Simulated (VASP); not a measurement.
A run of VASP 6.6.1:

File POSCAR:

```
LiF
1.0
    0.0000000000      2.0347691723      2.0347691723
    2.0347691723      0.0000000000      2.0347691723
    2.0347691723      2.0347691723      0.0000000000
Li F
1 1
Direct
    0.0000000000      0.0000000000      0.0000000000
    0.5000000000      0.5000000000      0.5000000000
```

Contents of INCAR.step1:

```
SYSTEM = LiF
  ALGO = Normal
  EDIFF = 1E-4
  ENCUT = 520
  GGA = PE
  ISMEAR = 0
  LASPH = .True.
  LCHARG = .False.
  LREAL = .False.
  LWAVE = .True.
  NBANDS = 12
  NELM = 100
  PREC = Accurate
  SIGMA = 0.01
```

INCAR.step2

```
SYSTEM = LiF
  ALGO = Normal
  EDIFF = 1E-7
  ENCUT = 520
  ISIF = 2
  ISMEAR = 0
  ISTART = 1
  LASPH = .True.
  LCHARG = .False.
  LMIXTAU = .True.
  LREAL = .False.
  LWAVE = .False.
  METAGGA = R2SCAN
  NBANDS = 12
  NELM = 100
  PREC = Accurate
  SIGMA = 0.01
```

The input KPOINTS:

```
k-points
0
Gamma
  10 10 10
  0 0 0
```

Potentials or basis: VASP PAW PBE potentials, release 64 (Li_sv, F).

Command:

```sh
$ cat potpaw_PBE.64/Li_sv/POTCAR potpaw_PBE.64/F/POTCAR > POTCAR
$ cp INCAR.step1 INCAR
$ mpirun -np 1 vasp_std > vasp.out
$ cp INCAR.step2 INCAR
$ mpirun -np 1 vasp_std > vasp.out
```

Hardware: 1 thread of AMD EPYC 7571, with other jobs on the host.

How long does it take, and how much memory?

Wall time 97 s on 1 thread of AMD EPYC 7571, on a shared host, peak memory 0.1 GiB. Counts: k points 47.
